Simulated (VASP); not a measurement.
# LiH in VASP: a series of runs

Runs on LiH. Level: HSE06. Tasks: single point.

All numbers are computed with VASP 6.6.1; they aren't measurements. Logs are shortened: lines on timing, memory, paths and dates and some standing lists are left out, and cuts for length are marked.

## 1. The cell of the first run

It takes space group P6_3/mmc (No. 194, hexagonal). The conventional cell has a = 3.256 Å, b = 3.256 Å, c = 4.068 Å, α = 90.00°, β = 90.00°, γ = 120.00°. Li (site symmetry -6m2) has 5 H at 1.88 to 2.03 Å within 2.5 Å. H (site symmetry -6m2) has 5 Li at 1.88 to 2.03 Å within 2.5 Å.

## 2. Single point, HSE06

The input, POSCAR:

```
LiH
1.0
    3.2558279722      0.0000000000      0.0000000000
   -1.6279139861      2.8196297343      0.0000000000
    0.0000000000      0.0000000000      4.0684430029
Li H
2 2
Direct
    0.3333333333      0.6666666667     -0.0625093485
    0.6666666667      0.3333333333      0.4374906515
    0.3333333333      0.6666666667      0.4375093485
    0.6666666667      0.3333333333      0.9375093485
```

The input, INCAR.step1:

```
SYSTEM = LiH
  PREC = Accurate
  ENCUT = 520
  EDIFF = 1E-5
  ISMEAR = 0
  SIGMA = 0.01
  LREAL = .FALSE.
  LASPH = .TRUE.
  NELM = 60
  ALGO = Normal
  ISIF = 2
  LWAVE = .TRUE.
  NBANDS = 12
  GGA = PE
```

The input, INCAR.step2:

```
SYSTEM = LiH
  PREC = Accurate
  ENCUT = 520
  EDIFF = 1E-6
  ISMEAR = 0
  SIGMA = 0.01
  LREAL = .FALSE.
  LASPH = .TRUE.
  NELM = 60
  ALGO = Normal
  ISIF = 2
  LWAVE = .FALSE.
  LCHARG = .TRUE.
  GGA = PE
  LHFCALC = .TRUE.
  HFSCREEN = 0.2079
  PRECFOCK = Normal
  LELF = .TRUE.
  LVHAR = .TRUE.
  NBANDS = 12
  ISTART = 1
```

The input, KPOINTS:

```
regular mesh
0
G
  6 6 4
  0 0 0
```

Potentials or basis: VASP PAW PBE potentials, release 64 (Li_sv, H).

Command:

```
$ cat potpaw_PBE.64/Li_sv/POTCAR potpaw_PBE.64/H/POTCAR > POTCAR
$ cp INCAR.step1 INCAR
$ mpirun -np 1 vasp_std > vasp.out
$ cp INCAR.step2 INCAR
$ mpirun -np 1 vasp_std > vasp.out
```

OUTCAR:

```text
SYSTEM = LiH
   PREC = Accurate
   ENCUT = 520
   EDIFF = 1E-6
   ISMEAR = 0
   LREAL = .FALSE.
   LASPH = .TRUE.
   NELM = 60
   ISIF = 2
   GGA = PE
   LHFCALC = .TRUE.
   HFSCREEN = 0.2079
   PRECFOCK = Normal
   ISTART = 1

 ion  position               nearest neighbor table
   1  0.333  0.667  0.937-
   2  0.667  0.333  0.437-
   3  0.333  0.667  0.438-
   4  0.667  0.333  0.938-

  LATTYP: Found a hexagonal cell.
 ALAT       =     3.2558279722
 C/A-ratio  =     1.2495878276

  Lattice vectors:

 A1 = (   3.2558279722,   0.0000000000,   0.0000000000)
 A2 = (  -1.6279139861,   2.8196297343,   0.0000000000)
 A3 = (   0.0000000000,   0.0000000000,   4.0684430029)

Analysis of symmetry for initial positions (statically):
=====================================================================
 Subroutine PRICEL returns:
 Original cell was already a primitive cell.

 Routine SETGRP: Setting up the symmetry group for a
 hexagonal supercell.

 Subroutine GETGRP returns: Found 12 space group operations
 (whereof  6 operations were pure point group operations)
 out of a pool of 24 trial point group operations.

The static configuration has the point symmetry C_3v.
 The point group associated with its full space group is C_6v.

Analysis of symmetry for dynamics (positions and initial velocities):
=====================================================================
 Subroutine PRICEL returns:
 Original cell was already a primitive cell.

 Routine SETGRP: Setting up the symmetry group for a
 hexagonal supercell.

 Subroutine GETGRP returns: Found 12 space group operations
 (whereof  6 operations were pure point group operations)
 out of a pool of 24 trial point group operations.

The dynamic configuration has the point symmetry C_3v.
 The point group associated with its full space group is C_6v.

 Subroutine INISYM returns: Found 12 space group operations
 (whereof  6 operations are pure point group operations),
 and found     1 'primitive' translations

----------------------------------------------------------------------------------------

                                     Primitive cell

  volume of cell :      37.3492

  direct lattice vectors                    reciprocal lattice vectors
     3.255827972  0.000000000  0.000000000     0.307141535  0.177328248  0.000000000
    -1.627913986  2.819629734  0.000000000     0.000000000  0.354656495  0.000000000
     0.000000000  0.000000000  4.068443003     0.000000000  0.000000000  0.245794275

  length of vectors
     3.255827972  3.255827972  4.068443003     0.354656495  0.354656495  0.245794275

  position of ions in fractional coordinates (direct lattice)
     0.333333333  0.666666667  0.937490651
     0.666666667  0.333333333  0.437490651
     0.333333333  0.666666667  0.437509349
     0.666666667  0.333333333  0.937509349

  ion indices of the primitive-cell ions
   primitive index   ion index
                 1           1
                 2           2
                 3           3
                 4           4

----------------------------------------------------------------------------------------

 KPOINTS: regular mesh

Automatic generation of k-mesh.
 Grid dimensions read from file:
 generate k-points for:    6    6    4

 Generating k-lattice:

  Cartesian coordinates                     Fractional coordinates (reciprocal lattice)
     0.051190256  0.029554708  0.000000000     0.166666667  0.000000000  0.000000000
     0.000000000  0.059109416  0.000000000     0.000000000  0.166666667  0.000000000
     0.000000000  0.000000000  0.061448569     0.000000000  0.000000000  0.250000000

  Length of vectors
     0.059109416  0.059109416  0.061448569

  Shift w.r.t. Gamma in fractional coordinates (k-lattice)
     0.000000000  0.000000000  0.000000000

 Subroutine IBZKPT returns following result:
 ===========================================

 Found     21 irreducible k-points:

 Following reciprocal coordinates:
            Coordinates               Weight
  0.000000  0.000000  0.000000      1.000000
  0.166667  0.000000  0.000000      6.000000
  0.333333  0.000000  0.000000      6.000000
  0.500000  0.000000  0.000000      3.000000
  0.166667  0.166667  0.000000      6.000000
  0.333333  0.166667  0.000000     12.000000
[... 13 lines left out ...]
  0.333333  0.166667  0.500000     12.000000
  0.333333  0.333333  0.500000      2.000000
   k-points           NKPTS =     21   k-points in BZ     NKDIM =    144   number of bands    NBANDS=     12
   number of dos      NEDOS =    301   number of ions     NIONS =      4
   total plane-waves  NPLWV =  17280
   dimension x,y,z NGX =    24 NGY =   24 NGZ =   30
   dimension x,y,z NGXF=    48 NGYF=   48 NGZF=   60
   ions per type =               2   2
   NGX,Y,Z   is equivalent  to a cutoff of  12.25, 12.25, 12.26 a.u.
   NGXF,Y,Z  is equivalent  to a cutoff of  24.51, 24.51, 24.52 a.u.
 SYSTEM =  LiH
   PREC   = accura    normal or accurate (medium, high low for compatibility)
   ISTART =      1    job   : 0-new  1-cont  2-samecut
   ICHARG =      0    charge: 1-file 2-atom 10-const
   ISPIN  =      1    spin polarized calculation?
   LNONCOLLINEAR =      F non collinear calculations
   LSORBIT =      F    spin-orbit coupling
   LASPH  =      T    aspherical Exc in radial PAW
   ENCUT  =  520.0 eV  38.22 Ry    6.18 a.u.   6.05  6.05  7.56*2*pi/ulx,y,z
   NELM   =     60;   NELMIN=  2; NELMDL=  0     # of ELM steps
   EDIFF  = 0.1E-05   stopping-criterion for ELM
   LREAL  =      F    real-space projection
   EDIFFG = 0.1E-04   stopping-criterion for IOM
   NSW    =      0    number of steps for IOM
   IBRION =     -1    ionic relax: 0-MD 1-quasi-New 2-CG
   NFREE  =      0    steps in history (QN), initial steepest desc. (CG)
   ISIF   =      2    stress and relaxation
   ISYM   =      3    0-nonsym 1-usesym 2-fastsym
   POTIM  = 0.5000    time-step for ionic-motion
   TEBEG  =    0.0;   TEEND  =   0.0 temperature during run
   PSTRESS=    0.0 pullay stress
   NELECT =       8.0000    total number of electrons
   NUPDOWN=      -1.0000    fix difference up-down
   EMIN   =  10.00;   EMAX   =-10.00  energy-range for DOS
   EFERMI =   0.00;   METHOD = LEGACY
   ISMEAR =     0;   SIGMA  =   0.01  broadening in eV -4-tet -1-fermi 0-gaus
   EFERMI_NEDOS =   21; number of points for ismear=-14 and -15
   IALGO  =     38    algorithm
   IMIX   =      1    mixing-type and parameters
     AMIX     =   0.40;   BMIX     =  1.00
     AMIX_MAG =   1.60;   BMIX_MAG =  1.00
  volume/ion in A,a.u.               =       9.34        63.01
  Fermi-wavevector in a.u.,A,eV,Ry     =   0.979515  1.851014 13.054094  0.959449
  Thomas-Fermi vector in A             =   2.110374
   LORBIT       =      0    0 simple, 1 ext, 2 COOP (PROOUT), +10 PAW based schemes
   GGA     = PE    functional components
   LHFCALC =     T    Hartree Fock is set to
   PRECFOCK=normal    Normal, Fast or Accurate (Low or Medium for compatibility)
   ENCUT4O =  -1.0   cutoff for four orbital integrals eV
   NKREDX  =     1    reduce k-point grid by
   NKREDY  =     1    reduce k-point grid by
   NKREDZ  =     1    reduce k-point grid by
   AEXX    =    0.2500 exact exchange contribution
   HFSCREEN=    0.2079 screening length (either q_TF or 0.3 A-1)
   HFSCREENC=   0.2079 screening length for correlation (either q_TF or 0.3 A-1)
   ENCUTFOCK=  -1.0 apply spherical cutoff to Coloumb kernel
   IVDW    =     0    specifies the selected vdW correction
   LEPSILON=     F    determine dielectric tensor
   LRPA    =     F    only Hartree local field effects (RPA)
 non-spin polarized calculation
 Gauss-broadening in eV      SIGMA  =   0.01
  energy-cutoff  :      520.00
  volume of cell :       37.35
 maximum number of plane-waves:      1038
  NGX = 20; NGY = 20; NGZ = 24

 number of electron       8.0000004 magnetization

 Free energy of the ion-electron system (eV)
  ---------------------------------------------------
  ext. energy  EPLUGINS =         0.00000000
  ---------------------------------------------------
  free energy    TOTEN  =       -13.46913907 eV

  energy without entropy =      -13.46913907  energy(sigma->0) =      -13.46913907

 E-fermi :  -0.7503     XC(G=0):  -6.6271

 val. band max:       -0.8299121890   @ k =   0.0000   0.0000   0.0000
 cond. band min:       1.9031129960   @ k =   0.3333   0.3333   0.0000
 fundamental gap:      2.7330251850
 Fermi energy:        -0.7503035915

 k-point     1 :       0.0000    0.0000    0.0000
  band No.  band energies     occupation
      1     -48.4669      2.00000
      2     -48.4065      2.00000
      3      -6.6471      2.00000
      4      -0.8299      2.00000
      5       3.2227      0.00000
      6      11.2077      0.00000
      7      11.2077      0.00000
      8      11.9143      0.00000
      9      13.8826      0.00000
     10      13.8826      0.00000
     11      15.6880      0.00000
     12      18.4800      0.00000

 k-point     2 :       0.1667    0.0000    0.0000
  band No.  band energies     occupation
      1     -48.4611      2.00000
      2     -48.4077      2.00000
      3      -6.2692      2.00000
      4      -1.0214      2.00000
      5       3.7519      0.00000
      6       8.2827      0.00000
      7       9.6633      0.00000
      8      11.5625      0.00000
      9      15.0607      0.00000
     10      15.7980      0.00000
     11      15.8292      0.00000
     12      15.8370      0.00000
[... 256 lines left out ...]
 k-point    20 :       0.3333    0.1667    0.5000
  band No.  band energies     occupation
      1     -48.4267      2.00000
      2     -48.4267      2.00000
      3      -3.4625      2.00000
      4      -3.4625      2.00000
      5       4.7037      0.00000
      6       4.7037      0.00000
      7       8.3364      0.00000
      8       8.3364      0.00000
      9      14.2784      0.00000
     10      14.2784      0.00000
     11      16.8364      0.00000
     12      16.8364      0.00000

 k-point    21 :       0.3333    0.3333    0.5000
  band No.  band energies     occupation
      1     -48.4256      2.00000
      2     -48.4256      2.00000
      3      -3.1782      2.00000
      4      -3.1782      2.00000
      5       4.2482      0.00000
      6       4.2482      0.00000
      7       7.3795      0.00000
      8       7.3795      0.00000
      9      15.7183      0.00000
     10      15.7183      0.00000
     11      18.4251      0.00000
     12      18.4251      0.00000

------------------------ aborting loop because EDIFF is reached ----------------------------------------

  FORCE on cell =-STRESS in cart. coord.  units (eV):
  Direction    XX          YY          ZZ          XY          YZ          ZX
  --------------------------------------------------------------------------------------
  -------------------------------------------------------------------------------------
  Total       -0.1046456     -0.1046456     -0.1109818      0.0000000      0.0000000      0.0000000
  in kB       -4.4890010     -4.4890010     -4.7608072      0.0000000      0.0000000      0.0000000
  external PRESSURE =      -4.5796031 kB  Pullay stress =       0.0000000 kB

 VOLUME and BASIS-vectors are now :
 -----------------------------------------------------------------------------
  energy-cutoff  :      520.00
  volume of cell :       37.35
      direct lattice vectors                 reciprocal lattice vectors
     3.255827972  0.000000000  0.000000000     0.307141535  0.177328248  0.000000000
    -1.627913986  2.819629734  0.000000000     0.000000000  0.354656495  0.000000000
     0.000000000  0.000000000  4.068443003     0.000000000  0.000000000  0.245794275

 POSITION                                       TOTAL-FORCE (eV/Angst)
 -----------------------------------------------------------------------------------
     -0.00000      1.87975      3.81413         0.000000      0.000000     -0.000093
      1.62791      0.93988      1.77991        -0.000000     -0.000000     -0.000093
     -0.00000      1.87975      1.77998        -0.000000      0.000000      0.000093
      1.62791      0.93988      3.81420         0.000000     -0.000000      0.000093
 -----------------------------------------------------------------------------------
    total drift:                               -0.000000     -0.000000     -0.000261

  FREE ENERGIE OF THE ION-ELECTRON SYSTEM (eV)
  ---------------------------------------------------
  free  energy   TOTEN  =       -13.4691390667 eV

  energy  without entropy=      -13.4691390667  energy(sigma->0) =      -13.46913907
```

It used 900 s of CPU time on 1 thread of AMD EPYC 7R13 Processor (Zen 3), on a shared host.

Results:

```
Free energy            : -13.4691 eV
Band gap on the k mesh : 2.73 eV, indirect (least direct gap 4.05 eV)
```

Caveat: the cutoff is under 1.25 times the usual one of these potentials, so pressure, stress and relaxed cells hold a basis-set (Pulay) error; the PAW data sets were made with another functional, which shifts forces and pressure a little. A k mesh can miss the band edges.

## 3. Single point, HSE06 (epitaxial xy strain +3.0%)

The input, POSCAR:

```
LiH
1.0
    3.3535028113      0.0000000000      0.0000000000
   -1.6767514056      2.9042186263      0.0000000000
    0.0000000000      0.0000000000      4.0186662525
Li H
2 2
Direct
    0.3333333333      0.6666666667     -0.0625000000
    0.6666666667      0.3333333333      0.4375000000
    0.3333333333      0.6666666667      0.4375000000
    0.6666666667      0.3333333333      0.9375000000
```

The input, INCAR.step1:

```
SYSTEM = LiH
PREC = Accurate
ENCUT = 520
EDIFF = 1E-5
ISMEAR = 0
SIGMA = 0.01
LREAL = .FALSE.
LASPH = .TRUE.
NELM = 80
ALGO = Normal
ISIF = 2
LWAVE = .TRUE.
NBANDS = 12
GGA = PE
```

The input, INCAR.step2:

```
SYSTEM = LiH
PREC = Accurate
ENCUT = 520
EDIFF = 1E-6
ISMEAR = 0
SIGMA = 0.01
LREAL = .FALSE.
LASPH = .TRUE.
NELM = 80
ALGO = Normal
ISIF = 2
LWAVE = .FALSE.
LCHARG = .TRUE.
GGA = PE
LHFCALC = .TRUE.
HFSCREEN = 0.2079
PRECFOCK = Normal
LELF = .TRUE.
LVHAR = .TRUE.
NBANDS = 12
ISTART = 1
```

KPOINTS is that of step 2.

Potentials or basis: VASP PAW PBE potentials, release 64 (Li_sv, H).

Command:

```
$ cat potpaw_PBE.64/Li_sv/POTCAR potpaw_PBE.64/H/POTCAR > POTCAR
$ cp INCAR.step1 INCAR
$ mpirun -np 1 vasp_std > vasp.out
$ cp INCAR.step2 INCAR
$ mpirun -np 1 vasp_std > vasp.out
```

Wall time 15 min (1 thread of AMD EPYC 7R13 (Zen 3), shared host); peak memory 0.24 GiB.

It converged, with:

```
Free energy            : -13.4530 eV
Band gap on the k mesh : 2.51 eV, indirect (least direct gap 4.25 eV)
```

Levels at points of the mesh, in eV from the valence-band top:
```tsv
k point	band 2	band 3	band 4	band 5	band 6	band 7
(0.00, 0.00, 0.00)	-47.82	-5.82	0.00	4.25	11.15	11.15
(0.50, 0.00, 0.00)	-47.83	-3.23	-2.24	5.13	7.87	7.87
(0.00, 0.00, 0.50)	-47.85	-4.09	-4.09	10.63	10.63	13.31
(0.50, 0.00, 0.50)	-47.84	-2.74	-2.74	5.05	5.05	10.20
```

Caveat: the cell differs from its parent crystal (epitaxial xy strain +3.0%); the cutoff is under 1.25 times the usual one of these potentials, so pressure, stress and relaxed cells hold a basis-set (Pulay) error; the PAW data sets were made with another functional, which shifts forces and pressure a little.

## 4. Single point, HSE06 (uniaxial x strain +5.0%)

The input, POSCAR:

```
LiH
1.0
    3.4186193708      0.0000000000      0.0000000000
   -1.7093096854      2.8196297343      0.0000000000
    0.0000000000      0.0000000000      4.0684430029
Li H
2 2
Direct
    0.3300937685      0.6601875371     -0.0625000000
    0.6699062315      0.3398124629      0.4375000000
    0.3295757554      0.6591515108      0.4375000000
    0.6704242446      0.3408484892      0.9375000000
```

INCAR.step1: that of step 3 with these lines changed.

```diff
@@ -8,3 +8,3 @@
 LASPH = .TRUE.
-NELM = 80
+NELM = 60
 ALGO = Normal
@@ -12,2 +12,3 @@
 LWAVE = .TRUE.
+LCHARG = .FALSE.
 NBANDS = 12
```

The input, INCAR.step2:

```
SYSTEM = LiH
PREC = Accurate
ENCUT = 520
EDIFF = 1E-6
ISMEAR = 0
SIGMA = 0.01
LREAL = .FALSE.
LASPH = .TRUE.
NELM = 60
ALGO = Normal
ISIF = 2
LWAVE = .FALSE.
LCHARG = .FALSE.
GGA = PE
LHFCALC = .TRUE.
HFSCREEN = 0.2079
PRECFOCK = Normal
NBANDS = 12
ISTART = 1
```

KPOINTS is that of step 3.

Command:

```
$ cat potpaw_PBE.64/Li_sv/POTCAR potpaw_PBE.64/H/POTCAR > POTCAR
$ cp INCAR.step1 INCAR
$ mpirun -np 1 vasp_std > vasp.out
$ cp INCAR.step2 INCAR
$ mpirun -np 1 vasp_std > vasp.out
```

Wall time 14 min (1 thread of AMD EPYC 7R13 (Zen 3), shared host); peak memory 0.24 GiB.

It converged, with:

| Quantity | Value |
| --- | --- |
| Free energy | -13.4533 eV |
| Band gap on the k mesh | 2.65 eV, indirect (least direct gap 4.18 eV) |

Levels at points of the mesh, in eV from the valence-band top:
```csv
k point,band 1,band 2,band 3,band 4,band 5,band 6,band 7,band 8,band 9
"(0.00, 0.00, 0.00)",-47.80,-47.74,-5.73,0.00,4.18,11.05,11.52,12.43,13.76
"(0.50, 0.00, 0.00)",-47.77,-47.76,-3.18,-2.23,5.38,7.77,8.39,9.61,10.48
"(0.00, 0.50, 0.00)",-47.77,-47.76,-2.96,-1.97,4.97,7.51,8.05,9.93,10.70
"(0.00, 0.00, 0.50)",-47.77,-47.77,-4.01,-4.01,10.60,10.60,13.17,13.17,13.81
"(0.50, 0.00, 0.50)",-47.76,-47.76,-2.71,-2.71,5.09,5.09,10.64,10.64,12.44
"(0.00, 0.50, 0.50)",-47.76,-47.76,-2.49,-2.49,5.19,5.19,9.79,9.79,12.01
```

Caveat: the cell differs from its parent crystal (uniaxial x strain +5.0%); the cutoff is under 1.25 times the usual one of these potentials, so pressure, stress and relaxed cells hold a basis-set (Pulay) error; the PAW data sets were made with another functional, which shifts forces and pressure a little. A k mesh can miss the band edges.

## 5. Overview

```csv
cell,gap on the mesh (eV)
"a = 3.256, b = 3.256, c = 4.068 Å, angles 90.0, 90.0, 120.0°, 4 atoms",2.73
"a = 3.354, b = 3.354, c = 4.019 Å, angles 90.0, 90.0, 120.0°, 4 atoms",2.51
"a = 3.419, b = 3.297, c = 4.068 Å, angles 90.0, 90.0, 121.2°, 4 atoms",2.65
```

Alike in all rows: task single point; level HSE06; potentials or basis VASP PAW PBE potentials, release 64 (Li_sv, H); no spin polarisation; k mesh 6 × 6 × 4; cutoff (eV) 520; smearing gaussian 0.01 eV.

Caveats: the cutoff is under 1.25 times the usual one of these potentials, so pressure, stress and relaxed cells hold a basis-set (Pulay) error; the PAW data sets were made with another functional, which shifts forces and pressure a little.

Absolute energies hang on the potentials; compare differences alone.
